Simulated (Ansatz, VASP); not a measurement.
**One calculation of Cl, two programs**

```xyz
16
Lattice="8.1433 0.0000 0.0000 0.0000 8.1433 0.0000 0.0000 0.0000 8.1433" Properties=species:S:1:pos:R:3 pbc="T T T"
Cl    3.7272    4.2470    0.8824
Cl    5.1954    2.9941    0.2240
Cl   -0.1510   -0.2760    7.7697
Cl   -0.2544    1.8074    7.7425
Cl    8.0036    4.9437    7.6561
Cl    7.2693    5.2574    5.7433
Cl    3.1124    8.3783    5.7688
Cl    3.1774    6.2933    5.8484
Cl    6.3174    6.8374    3.9682
Cl    5.9353    6.8037    1.9960
Cl    3.1950    3.4050    5.7394
Cl    2.3840    3.5295    3.9036
Cl    7.6909    1.8825    4.8642
Cl    7.6945    1.9813    2.7714
Cl    2.9463    0.2213    2.7235
Cl    3.0436    0.2166    0.6397
```

Alike in both runs: functional PBE; dispersion D3(BJ); k mesh 1 × 1 × 1; occupations fermi-dirac, width 0.05 eV; no spin polarisation.

Ansatz relaxed the structure, and its values are those at the end. VASP's run is a single point on that final structure, the one shown.

```csv
,VASP,Ansatz
version,VASP 6.6.1,Ansatz 0.2.0
potentials or method,"VASP PAW PBE potentials, release 64 (Cl), cutoff 400 eV","scalar-relativistic, plane waves, PAW"
valence electrons in the cell,112,112
```

Ansatz gave:

| Item | Value |
| --- | --- |
| rms of the force components (eV/Å) | 0.102 |

**Question.** What did VASP give for the same quantities?

**Answer.** rms of the force components (eV/Å): 0.159.
